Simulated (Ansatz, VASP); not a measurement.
**TlWS3: VASP beside Ansatz**

```
Tl W S
1.0
     4.52671    0.00000    0.00000
     0.00000    4.52671    0.00000
     0.00000    0.00000    4.54730
Tl W S
1 1 3
Direct
  0.00000 0.00000 0.00000
  0.50000 0.50000 0.50000
  0.50000 0.50000 0.00000
  0.50000 0.00000 0.50000
  0.00000 0.50000 0.50000
```

Alike in both runs: task relaxation of cell and atoms; functional PBE; k mesh 4 × 4 × 4; occupations gaussian, width 0.1 eV; no spin polarisation.

|  | VASP | Ansatz |
| --- | --- | --- |
| version | VASP 6.6.1 | Ansatz 0.2.0 |
| potentials or method | VASP PAW PBE potentials, release 64 (Tl_d, W_sv, S), cutoff 600 eV | scalar-relativistic, plane waves, PAW |
| valence electrons in the cell | 45 | 45 |

Ansatz gave:

- gap on the k mesh at the Fermi level, each at its own relaxed structure (eV): none
- relaxed volume (Å³/atom): 21.84
- relaxed length of the cell vector where the two differ most in proportion (Å): 4.789

Task: What did VASP give for the same quantities?

Result: gap on the k mesh at the Fermi level, each at its own relaxed structure (eV): none; relaxed volume (Å³/atom): 21.86; relaxed length of the cell vector where the two differ most in proportion (Å): 4.791.

A gap of «none» marks a metal or a gap that the smearing closes.

Spin-orbit coupling is off throughout. Noted on VASP's run: the volume moved by over 15 % at a fixed basis, so the end points are rough.
